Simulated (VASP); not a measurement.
**BN: relaxation of cell and atoms with PBE**

BN:

```
B N
1.0
     0.00000    1.69932    1.69932
     1.69932    0.00000    1.69932
     1.69932    1.69932    0.00000
B N
1 1
Direct
  0.00000 0.00000 0.00000
  0.25000 0.25000 0.25000
```

* Program: VASP 6.6.1
* Task: relaxation of cell and atoms
* Functional: PBE
* Potentials or basis: VASP PAW PBE potentials, release 64 (B, N)
* Cutoff: 600 eV
* k mesh: 12 × 12 × 12
* Occupations: gaussian, width 0.01 eV
* Spin: no spin polarisation
* Target pressure: 102 GPa
* Dipole correction: no
* Further INCAR settings: ALGO = Normal; EDIFF = 1e-07; IBRION = 2; EDIFFG = -0.002; NSW = 80; ISIF = 3

| Quantity | Value |
| --- | --- |
| Relaxed volume | 4.91 Å³/atom |
| Relaxed cell | a = 2.404 Å, b = 2.404 Å, c = 2.404 Å, α = 60.00°, β = 60.00°, γ = 60.00° |
| Space group after relaxing (to 0.1 Å) | F-43m (No. 216) |
| Energy change on relaxing (the run minimises the enthalpy) | -2.4 meV/atom |
| Ionic steps | 3 |
| Pressure after relaxing | 102.0 GPa |
| Band gap on the k mesh | 4.63 eV (least direct gap 9.70 eV) |

Step by step:
```tsv
step	energy change (eV)	largest force (eV/Å)	pressure (GPa)	volume (Å³)
1	0.0000	0.0000	102.56	9.81
2	-0.0156	0.0000	100.79	9.84
3	-0.0049	0.0000	102.01	9.82
```

Final structure:
```
CELL_PARAMETERS angstrom
0.00000 1.69976 1.69976
1.69976 0.00000 1.69976
1.69976 1.69976 0.00000
ATOMIC_POSITIONS crystal
B 0.00000 0.00000 0.00000
N 0.25000 0.25000 0.25000
```

Levels at points of the mesh, in eV from the valence-band top:
```tsv
k point	band 1	band 2	band 3	band 4	band 5	band 6	band 7	band 8
(0.00, 0.00, 0.00)	-22.49	0.00	0.00	0.00	9.70	9.70	9.70	13.52
(0.50, 0.00, 0.00)	-17.34	-12.51	-2.32	-2.32	11.71	11.71	12.69	17.15
(0.50, 0.50, 0.00)	-15.71	-10.22	-5.89	-5.89	4.63	10.25	20.93	20.93
```

Wall time 13 s on 1 thread of Intel(R) Xeon(R) 6975P-C (Granite Rapids) (shared host), peak memory 0.12 GiB.

Caveat: the cell is relaxed towards a set pressure, so the run minimises the enthalpy, not the energy. A k mesh can miss the band edges.
